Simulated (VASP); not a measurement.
Here is a VASP 6.6.1 calculation.

INCAR

```
SYSTEM = Fe
PREC = Accurate
ENCUT = 690
EDIFF = 1E-6
ISMEAR = -1
SIGMA = 0.15
LREAL = .False.
LASPH = .True.
NELM = 200
ALGO = Normal
ISIF = 2
LWAVE = .False.
LCHARG = .False.
ISPIN = 2
MAGMOM = 2.4
LORBIT = 11
LMAXMIX = 4
GGA = PE
IVDW = 13
NBANDS = 18
GGA_COMPAT = .False.
```

The input KPOINTS:

```
Automatic mesh
0
Gamma
  11 11 11
  0 0 0
```

File POSCAR:

```
Fe
1.0
    0.0128625000      1.7150000000      1.7150000000
    1.7150000000      0.0128625000      1.7150000000
    1.7278625000      1.7278625000      0.0000000000
Fe
1
Direct
    0.0000000000      0.0000000000      0.0000000000
```

Potentials or basis: VASP PAW PBE potentials, release 64 (Fe_sv).

The run is started by

```bash
$ cat potpaw_PBE.64/Fe_sv/POTCAR > POTCAR
$ mpirun -np 1 vasp_std > vasp.out
```

What does it give for the net moment?

0.56 μB per cell.

Estimate the dispersion energy per atom.

-0.395 eV.

Estimate the pressure.

1.3 GPa.

Predict the site moments.

Fe +0.55 μB.

Stress tensor (GPa, compression positive):
```
 1.32 -3.52  0.00
-3.52  1.32  0.00
 0.00  0.00  1.25
```
